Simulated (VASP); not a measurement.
# Ba: single point with PBEsol

The system is Ba.

```
Ba
1.0
     3.66593    0.00000    0.00000
    -1.83296    3.17478    0.00000
     0.00000    0.00000    3.25327
Ba
1
Direct
  0.00000 0.00000 0.00000
```

This isn't the form of Ba at room conditions, which is bcc.

| Quantity | Value |
| --- | --- |
| Program | VASP 6.6.1 |
| Task | single point |
| Functional | PBEsol |
| Potentials or basis | VASP PAW PBE potentials, release 64 (Ba_sv) |
| Cutoff | 520 eV |
| k mesh | 7 × 7 × 7 |
| Occupations | fermi-dirac, width 0.05 eV |
| Spin | no spin polarisation |

| Quantity | Value |
| --- | --- |
| Pressure | 6.2 GPa |
| Band gap on the k mesh | zero (bands 5 and 6 overlap by 1.20 eV) |

Stress tensor (GPa, compression positive):
```
5.88 0.00 0.00
0.00 5.88 0.00
0.00 0.00 6.82
```

Levels at points of the mesh, in eV from the Fermi level:
```
           k point  band 3  band 4  band 5  band 6  band 7  band 8
(0.00, 0.00, 0.00)  -12.88  -12.37   -2.48   -0.30    2.11    2.11
```

Wall time 18 s on 1 thread of AMD EPYC 7R43 64-Core Processor (Zen 3) (shared host), peak memory 0.12 GiB.

Caveat: the cell stands under pressure; the PAW data sets were made with another functional, which shifts forces and pressure a little; spin-orbit coupling is left out, which moves the levels of the heavy elements.
